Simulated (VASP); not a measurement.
SiW16 (a cell with a defect), 17 atoms in the cell. The cell holds a defect, 17 atoms: a = 6.320 Å, b = 6.320 Å, c = 6.320 Å, α = 90.00°, β = 90.00°, γ = 90.00°. 

- Program: VASP 6.6.1
- Task: single point
- Functional: PBE
- Potentials or basis: VASP PAW PBE potentials, release 64 (W_sv, Si)
- Cutoff: 520 eV
- k mesh: 2 × 2 × 2
- Occupations: fermi-dirac, width 0.05 eV
- Spin: no spin polarisation
- Dipole correction: no
- Further INCAR settings: LREAL = Auto; ALGO = Normal; EDIFF = 1e-06; NBANDS = 128

Potentials or basis: VASP PAW PBE potentials, release 64 (W_sv, Si).

Run with:

```sh
$ cat potpaw_PBE.64/W_sv/POTCAR potpaw_PBE.64/Si/POTCAR > POTCAR
$ mpirun -np 1 vasp_std > vasp.out
```

Hardware: 1 thread of Oxide Virtual Turin-like Processor (shared host).

Question: Estimate the wall time of this run.

Answer: Run time: 6.6 min on 1 thread of Oxide Virtual Turin-like Processor (shared host), peak memory 0.39 GiB. Counts: scf iterations 17, k points 8.
